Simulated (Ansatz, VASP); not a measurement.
## Sb: VASP beside Ansatz

INCAR

```
SYSTEM = Sb
PREC     = Accurate       ! precision mode
ENCUT    = 520            ! plane-wave cutoff, eV
EDIFF    = 1E-6           ! SCF threshold, eV
ISMEAR   = -1             ! smearing method
SIGMA    = 0.1            ! smearing width, eV
LREAL    = .FALSE.        ! projectors in reciprocal space
LASPH    = .TRUE.         ! aspherical terms in the spheres
NELM     = 80             ! most SCF steps
ALGO     = Normal         ! electronic algorithm
ISIF     = 2              ! what is computed and relaxed
LWAVE    = .FALSE.        ! write WAVECAR
LCHARG   = .FALSE.        ! write CHGCAR
GGA      = RE             ! functional
NBANDS   = 14             ! bands
```

The input KPOINTS:

```
regular mesh
0
G
  8 8 11
  0 0 0
```

Contents of POSCAR:

```
Sb
1.0
    5.6755810785      0.0000000000      0.0000000000
   -2.8377905392      4.9151973953      0.0000000000
    0.0000000000      0.0000000000      3.3840498784
Sb
3
Direct
    0.0000000000      1.0000000000      0.0000000000
    0.3333333333      0.6666666667      0.5000000000
    0.6666666667      0.3333333333      0.5000000000
```

Input for Ansatz:

```yaml
crystal:
  lattice:
    - [5.6755810785, 0.0, 0.0]
    - [-2.8377905392, 4.9151973953, 0.0]
    - [0.0, 0.0, 3.3840498784]
  atoms:
    - { symbol: Sb, position: [0.0, 1.0, 0.0] }
    - { symbol: Sb, position: [0.3333333333, 0.6666666667, 0.5] }
    - { symbol: Sb, position: [0.6666666667, 0.3333333333, 0.5] }
hamiltonian:
  xc: revpbe
  pseudopotentials:
    kind: paw
    azcp:
      Sb: "pseudopotentials/Sb.paw.azcp"
basis:
  ecutwfc: 420
  fft_grid_basis: typed
kpoints:
  mp_grid: { grid: [8, 8, 11], shift: [0, 0, 0] }
magnetization:
  spin_polarized: false
scf:
  occupations: { method: fermi_dirac, width: 0.1 }
  lower_state_search: "off"
output:
  stress: true
  write_density: true
  write_potential: true
  elf: true
  volumetric_format: npy
```

Alike in both runs: task single point; functional revPBE; k mesh 8 × 8 × 11; occupations fermi-dirac, width 0.1 eV; no spin polarisation.

```csv
,VASP,Ansatz
version,VASP 6.6.1,Ansatz 0.2.0
potentials or method,"VASP PAW PBE potentials, release 64 (Sb), cutoff 520 eV","plane waves (420 eV) with PAW, scalar-relativistic"
valence electrons in the cell,15,45
```

|  | VASP | Ansatz | Ansatz less VASP |
| --- | --- | --- | --- |
| pressure (GPa) | -5.1 | -5.0 | +0.13 |
| traceless stress, the component that is largest in VASP (GPa) | -0.62 | -0.62 | -0.002 |

VASP's potentials were made for PBE, not for revPBE. The functional is the same, so the differences come from potentials, cutoffs and numerics. VASP's potentials hold 15 valence electrons a cell and Ansatz's 45, so a difference there can come from the potentials and not from the codes.

Neither program's run includes spin-orbit coupling.
